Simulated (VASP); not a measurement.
# SnTe (Fm-3m) in VASP: a series of runs

The runs below take SnTe through single point, with LDA.

All numbers are computed with VASP 6.6.1; they aren't measurements. Logs are shortened: lines on timing, memory, paths and dates and some standing lists are left out, and cuts for length are marked.

**1. The cell of the first run**

Symmetry: Fm-3m, No. 225, cubic system. The conventional cell has a = 6.300 Å, b = 6.300 Å, c = 6.300 Å, α = 90.00°, β = 90.00°, γ = 90.00°. Sn (site symmetry m-3m) has 6 Te at 3.15 Å within 4.1 Å. Te (site symmetry m-3m) has 6 Sn at 3.15 Å within 4.1 Å.

**2. Single point, LDA**

INCAR reads:

```
  PREC = Accurate
  ENCUT = 500
  EDIFF = 1E-6
  ISMEAR = 0
  SIGMA = 0.1
  LREAL = False
  LASPH = True
  NELM = 120
  ALGO = Normal
  ISIF = 2
  LWAVE = False
  LCHARG = False
  NBANDS = 17
  GGA_COMPAT = False
```

KPOINTS reads:

```
Automatic mesh
0
Gamma
  6 6 6
```

POSCAR reads:

```
SnTe
1.0
    0.0000000000      3.1500000000      3.1500000000
    3.1500000000      0.0000000000      3.1500000000
    3.1500000000      3.1500000000      0.0000000000
Sn Te
1 1
Direct
    0.0000000000      0.0000000000      0.0000000000
    0.5000000000      0.5000000000      0.5000000000
```

Potentials or basis: VASP PAW LDA potentials, release 64 (Sn_d, Te).

Launch:

```bash
> cat potpaw_LDA.64/Sn_d/POTCAR potpaw_LDA.64/Te/POTCAR > POTCAR
> mpirun -np 1 vasp_std > vasp.out
```

OUTCAR:

```text
PREC = Accurate
   ENCUT = 500
   EDIFF = 1E-6
   ISMEAR = 0
   LREAL = False
   LASPH = True
   NELM = 120
   ISIF = 2

 ion  position               nearest neighbor table
   1  0.000  0.000  0.000-   2 3.15   2 3.15   2 3.15   2 3.15   2 3.15   2 3.15
   2  0.500  0.500  0.500-   1 3.15   1 3.15   1 3.15   1 3.15   1 3.15   1 3.15

  LATTYP: Found a face centered cubic cell.
 ALAT       =     6.3000000000

  Lattice vectors:

 A1 = (   0.0000000000,   3.1500000000,   3.1500000000)
 A2 = (   3.1500000000,   0.0000000000,   3.1500000000)
 A3 = (   3.1500000000,   3.1500000000,   0.0000000000)

Analysis of symmetry for initial positions (statically):
=====================================================================
 Subroutine PRICEL returns:
 Original cell was already a primitive cell.

 Routine SETGRP: Setting up the symmetry group for a
 face centered cubic supercell.

 Subroutine GETGRP returns: Found 48 space group operations
 (whereof 48 operations were pure point group operations)
 out of a pool of 48 trial point group operations.

The static configuration has the point symmetry O_h .

Analysis of symmetry for dynamics (positions and initial velocities):
=====================================================================
 Subroutine PRICEL returns:
 Original cell was already a primitive cell.

 Routine SETGRP: Setting up the symmetry group for a
 face centered cubic supercell.

 Subroutine GETGRP returns: Found 48 space group operations
 (whereof 48 operations were pure point group operations)
 out of a pool of 48 trial point group operations.

The dynamic configuration has the point symmetry O_h .

 Subroutine INISYM returns: Found 48 space group operations
 (whereof 48 operations are pure point group operations),
 and found     1 'primitive' translations

----------------------------------------------------------------------------------------

                                     Primitive cell

  volume of cell :      62.5117

  direct lattice vectors                    reciprocal lattice vectors
     0.000000000  3.150000000  3.150000000    -0.158730159  0.158730159  0.158730159
     3.150000000  0.000000000  3.150000000     0.158730159 -0.158730159  0.158730159
     3.150000000  3.150000000  0.000000000     0.158730159  0.158730159 -0.158730159

  length of vectors
     4.454772721  4.454772721  4.454772721     0.274928700  0.274928700  0.274928700

  position of ions in fractional coordinates (direct lattice)
     0.000000000  0.000000000  0.000000000
     0.500000000  0.500000000  0.500000000

  ion indices of the primitive-cell ions
   primitive index   ion index
                 1           1
                 2           2

----------------------------------------------------------------------------------------

 KPOINTS: Automatic mesh

Automatic generation of k-mesh.
 Grid dimensions read from file:
 generate k-points for:    6    6    6

 Generating k-lattice:

  Cartesian coordinates                     Fractional coordinates (reciprocal lattice)
    -0.026455026  0.026455026  0.026455026     0.166666667  0.000000000  0.000000000
     0.026455026 -0.026455026  0.026455026     0.000000000  0.166666667  0.000000000
     0.026455026  0.026455026 -0.026455026     0.000000000  0.000000000  0.166666667

  Length of vectors
     0.045821450  0.045821450  0.045821450

  Shift w.r.t. Gamma in fractional coordinates (k-lattice)
     0.000000000  0.000000000  0.000000000

 Subroutine IBZKPT returns following result:
 ===========================================

 Found     16 irreducible k-points:

 Following reciprocal coordinates:
            Coordinates               Weight
  0.000000  0.000000  0.000000      1.000000
  0.166667  0.000000  0.000000      8.000000
  0.333333  0.000000  0.000000      8.000000
  0.500000  0.000000  0.000000      4.000000
  0.166667  0.166667  0.000000      6.000000
  0.333333  0.166667  0.000000     24.000000
[... 8 lines left out ...]
 -0.333333  0.333333  0.166667     24.000000
 -0.333333  0.500000  0.166667     12.000000
   k-points           NKPTS =     16   k-points in BZ     NKDIM =     16   number of bands    NBANDS=     17
   number of dos      NEDOS =    301   number of ions     NIONS =      2
   total plane-waves  NPLWV =  32768
   dimension x,y,z NGX =    32 NGY =   32 NGZ =   32
   dimension x,y,z NGXF=    64 NGYF=   64 NGZF=   64
   ions per type =               1   1
   NGX,Y,Z   is equivalent  to a cutoff of  11.94, 11.94, 11.94 a.u.
   NGXF,Y,Z  is equivalent  to a cutoff of  23.88, 23.88, 23.88 a.u.
 SYSTEM =  unknown system
   PREC   = accura    normal or accurate (medium, high low for compatibility)
   ISTART =      0    job   : 0-new  1-cont  2-samecut
   ICHARG =      2    charge: 1-file 2-atom 10-const
   ISPIN  =      1    spin polarized calculation?
   LNONCOLLINEAR =      F non collinear calculations
   LSORBIT =      F    spin-orbit coupling
   LASPH  =      T    aspherical Exc in radial PAW
   ENCUT  =  500.0 eV  36.75 Ry    6.06 a.u.   8.12  8.12  8.12*2*pi/ulx,y,z
   NELM   =    120;   NELMIN=  2; NELMDL= -5     # of ELM steps
   EDIFF  = 0.1E-05   stopping-criterion for ELM
   LREAL  =      F    real-space projection
   EDIFFG = 0.1E-04   stopping-criterion for IOM
   NSW    =      0    number of steps for IOM
   IBRION =     -1    ionic relax: 0-MD 1-quasi-New 2-CG
   NFREE  =      0    steps in history (QN), initial steepest desc. (CG)
   ISIF   =      2    stress and relaxation
   ISYM   =      2    0-nonsym 1-usesym 2-fastsym
   POTIM  = 0.5000    time-step for ionic-motion
   TEBEG  =    0.0;   TEEND  =   0.0 temperature during run
   PSTRESS=    0.0 pullay stress
   NELECT =      20.0000    total number of electrons
   NUPDOWN=      -1.0000    fix difference up-down
   EMIN   =  10.00;   EMAX   =-10.00  energy-range for DOS
   EFERMI =   0.00;   METHOD = LEGACY
   ISMEAR =     0;   SIGMA  =   0.10  broadening in eV -4-tet -1-fermi 0-gaus
   EFERMI_NEDOS =   21; number of points for ismear=-14 and -15
   IALGO  =     38    algorithm
   IMIX   =      4    mixing-type and parameters
     AMIX     =   0.40;   BMIX     =  1.00
     AMIX_MAG =   1.60;   BMIX_MAG =  1.00
  volume/ion in A,a.u.               =      31.26       210.93
  Fermi-wavevector in a.u.,A,eV,Ry     =   1.119690  2.115906 17.057687  1.253705
  Thomas-Fermi vector in A             =   2.256330
   LORBIT       =      0    0 simple, 1 ext, 2 COOP (PROOUT), +10 PAW based schemes
   GGA     = CA    functional components
   LHFCALC =     F    Hartree Fock is set to
   AEXX    =    0.0000 exact exchange contribution
   IVDW    =     0    specifies the selected vdW correction
   LEPSILON=     F    determine dielectric tensor
   LRPA    =     F    only Hartree local field effects (RPA)
 non-spin polarized calculation
 Gauss-broadening in eV      SIGMA  =   0.10
  energy-cutoff  :      500.00
  volume of cell :       62.51
 maximum number of plane-waves:      1600
   NGX = 17   NGY = 17   NGZ = 17

 number of electron      20.0000011 magnetization

 Free energy of the ion-electron system (eV)
  ---------------------------------------------------
  ext. energy  EPLUGINS =         0.00000000
  ---------------------------------------------------
  free energy    TOTEN  =        -8.82634036 eV

  energy without entropy =       -8.82488569  energy(sigma->0) =       -8.82561303

 E-fermi :   6.7510     XC(G=0):  -9.7454

 val. band max:        6.6907741875   @ k =   0.5000   0.0000   0.0000
 cond. band min:       6.8111436157   @ k =   0.5000   0.0000   0.0000
 fundamental gap:      0.1203694282
 Fermi energy:         6.7509584087

 k-point     1 :       0.0000    0.0000    0.0000
  band No.  band energies     occupation
      1     -15.0598      2.00000
      2     -15.0598      2.00000
      3     -15.0503      2.00000
      4     -15.0503      2.00000
      5     -15.0503      2.00000
      6      -6.0805      2.00000
[... 9 lines left out ...]
     16      11.5199      0.00000
     17      13.5040      0.00000

 k-point     2 :       0.1667    0.0000    0.0000
  band No.  band energies     occupation
      1     -15.0609      2.00000
      2     -15.0609      2.00000
      3     -15.0499      2.00000
      4     -15.0487      2.00000
      5     -15.0487      2.00000
      6      -5.8490      2.00000
[... 9 lines left out ...]
     16      12.0749      0.00000
     17      15.1741      0.00000

 k-point     3 :       0.3333    0.0000    0.0000
  band No.  band energies     occupation
      1     -15.0635      2.00000
      2     -15.0635      2.00000
      3     -15.0491      2.00000
      4     -15.0452      2.00000
      5     -15.0452      2.00000
      6      -5.2459      2.00000
[... 9 lines left out ...]
     16      13.5891      0.00000
     17      17.3521      0.00000

 k-point     4 :       0.5000    0.0000    0.0000
  band No.  band energies     occupation
      1     -15.0649      2.00000
      2     -15.0649      2.00000
      3     -15.0487      2.00000
      4     -15.0433      2.00000
      5     -15.0433      2.00000
      6      -4.7966      2.00000
[... 9 lines left out ...]
     16      15.5862      0.00000
     17      15.5862      0.00000
[... 183 lines left out ...]
      1     -15.0698      2.00000
      2     -15.0599      2.00000
      3     -15.0500      2.00000
      4     -15.0438      2.00000
      5     -15.0422      2.00000
      6      -4.8208      2.00000
[... 9 lines left out ...]
     16      15.1065      0.00000
     17      15.7831      0.00000

 k-point    15 :      -0.3333    0.3333    0.1667
  band No.  band energies     occupation
      1     -15.0703      2.00000
      2     -15.0611      2.00000
      3     -15.0470      2.00000
      4     -15.0460      2.00000
      5     -15.0406      2.00000
      6      -4.5143      2.00000
[... 9 lines left out ...]
     16      16.5920      0.00000
     17      16.7082      0.00000

 k-point    16 :      -0.3333    0.5000    0.1667
  band No.  band energies     occupation
      1     -15.0739      2.00000
      2     -15.0584      2.00000
      3     -15.0506      2.00000
      4     -15.0430      2.00000
      5     -15.0391      2.00000
      6      -4.4311      2.00000
[... 9 lines left out ...]
     16      16.8366      0.00000
     17      17.9489      0.00000

------------------------ aborting loop because EDIFF is reached ----------------------------------------

  FORCE on cell =-STRESS in cart. coord.  units (eV):
  Direction    XX          YY          ZZ          XY          YZ          ZX
  --------------------------------------------------------------------------------------
  -------------------------------------------------------------------------------------
  Total       -0.5645109     -0.5645109     -0.5645109      0.0000000      0.0000000     -0.0000000
  in kB      -14.4684245    -14.4684245    -14.4684245      0.0000000      0.0000000     -0.0000000
  external PRESSURE =     -14.4684245 kB  Pullay stress =       0.0000000 kB

 VOLUME and BASIS-vectors are now :
 -----------------------------------------------------------------------------
  energy-cutoff  :      500.00
  volume of cell :       62.51
      direct lattice vectors                 reciprocal lattice vectors
     0.000000000  3.150000000  3.150000000    -0.158730159  0.158730159  0.158730159
     3.150000000  0.000000000  3.150000000     0.158730159 -0.158730159  0.158730159
     3.150000000  3.150000000  0.000000000     0.158730159  0.158730159 -0.158730159

 POSITION                                       TOTAL-FORCE (eV/Angst)
 -----------------------------------------------------------------------------------
      0.00000      0.00000      0.00000        -0.000000      0.000000      0.000000
      3.15000      3.15000      3.15000         0.000000     -0.000000     -0.000000
 -----------------------------------------------------------------------------------
    total drift:                                0.000000     -0.000000     -0.000000

  FREE ENERGIE OF THE ION-ELECTRON SYSTEM (eV)
  ---------------------------------------------------
  free  energy   TOTEN  =        -8.8263403639 eV

  energy  without entropy=       -8.8248856893  energy(sigma->0) =       -8.82561303
```

It took 24 s on 1 thread of AMD EPYC 7R13, shared host; peak memory 0.13 GiB.

What came out:

```
Free energy            : -8.8263 eV
Pressure               : -1.4 GPa
Band gap on the k mesh : 0.12 eV
```

Caveat: spin-orbit coupling is left out, which moves the levels of the heavy elements. A k mesh can miss the band edges.

(Part 1 of 2 ends here.)
